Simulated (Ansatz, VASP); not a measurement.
# Ge: VASP beside Ansatz

File INCAR:

```
SYSTEM = Ge
ALGO = Normal
EDIFF = 1E-7
ENCUT = 520
GGA = PE
ISIF = 2
ISMEAR = -1
LASPH = .True.
LCHARG = .False.
LREAL = .False.
LWAVE = .False.
NBANDS = 21
NELM = 100
PREC = Accurate
SIGMA = 0.05
```

Contents of KPOINTS:

```
k-points
0
Gamma
  8 8 8
  0 0 0
```

POSCAR

```
Ge
1.0
    4.0904100000      0.0000000000      0.0000000000
   -2.0452000000      3.5424000000      0.0000000000
    0.0000000000      0.0000000000      3.3265800000
Ge
2
Direct
    0.6508290000      0.3251790000      0.1454320000
    0.3347300000      0.6778840000      0.8664140000
```

File input.yaml:

```yaml
crystal:
  lattice:
    - [4.09041, 0.0, 0.0]
    - [-2.0452, 3.5424, 0.0]
    - [0.0, 0.0, 3.32658]
  atoms:
    - { symbol: Ge, position: [0.650829, 0.325179, 0.145432] }
    - { symbol: Ge, position: [0.33473, 0.677884, 0.866414] }
kpoints:
  mp_grid: { grid: [8, 8, 8] }
scf:
  occupations: { method: fermi_dirac, width: 0.05 }
hamiltonian:
  xc: pbe
  pseudopotentials: { kind: all_electron, lapw: { basis_error: 0.001 } }
output:
  forces: true
  stress: true
  eigenvalues: true
  populations: true
```

Change from the starting cell: atoms moved at random, drawn with an rms of 0.05 Å.

Alike in both runs: task single point; functional PBE; k mesh 8 × 8 × 8; occupations fermi-dirac, width 0.05 eV; no spin polarisation.

|  | VASP | Ansatz |
| --- | --- | --- |
| version | VASP 6.6.1 | Ansatz 0.2.0 |
| potentials or method | VASP PAW PBE potentials, release 64 (Ge_d), cutoff 520 eV | all-electron LAPW, scalar-relativistic |

VASP gave:

| Item | Value |
| --- | --- |
| gap on the k mesh at the Fermi level (eV) | none |
| pressure (GPa) | -1.4 |
| traceless stress, the component that is largest in VASP (GPa) | 2.64 |
| rms of the force components (eV/Å) | 0.308 |

**Question.** Which values does Ansatz return?

**Answer.** gap on the k mesh at the Fermi level (eV): none; pressure (GPa): -1.3; traceless stress, the component that is largest in VASP (GPa): 2.64; rms of the force components (eV/Å): 0.308.

Atom by atom the forces differ by 0.002 eV/Å (rms over components). A gap of «none» marks a metal or a gap that the smearing closes. Ansatz ran all-electron here, and VASP with PAW potentials.
